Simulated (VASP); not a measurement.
A run of VASP 6.6.1 is set up as follows.

The input INCAR:

```
  PREC = Accurate
  ENCUT = 520
  EDIFF = 1E-6
  ISMEAR = 0
  SIGMA = 0.05
  LREAL = F
  LASPH = T
  NELM = 100
  ALGO = Normal
  ISIF = 2
  LWAVE = F
  LCHARG = F
  GGA = PE
  NBANDS = 11
```

KPOINTS

```
Automatic mesh
0
Gamma
  12 12 12
```

POSCAR

```
SiC
1.0
    0.0000000000      2.2429120717      2.2429120717
    2.2429120717      0.0000000000      2.2429120717
    2.1726341601      2.1726341601      0.0702779116
Si C
1 1
Direct
    0.0000000000      0.0000000000      0.0000000000
    0.7500000000      0.7500000000      0.7500000000
```

Potentials or basis: VASP PAW PBE potentials, release 64 (Si, C).

The run is started by

```bash
$ cat potpaw_PBE.64/Si/POTCAR potpaw_PBE.64/C/POTCAR > POTCAR
$ mpirun -np 1 vasp_std > vasp.out
```

(1) Estimate the pressure.

(2) What does it give for the band gap on the k mesh?

Answers

(1) -4.2 GPa.

(2) 1.21 eV, indirect (least direct gap 4.20 eV).
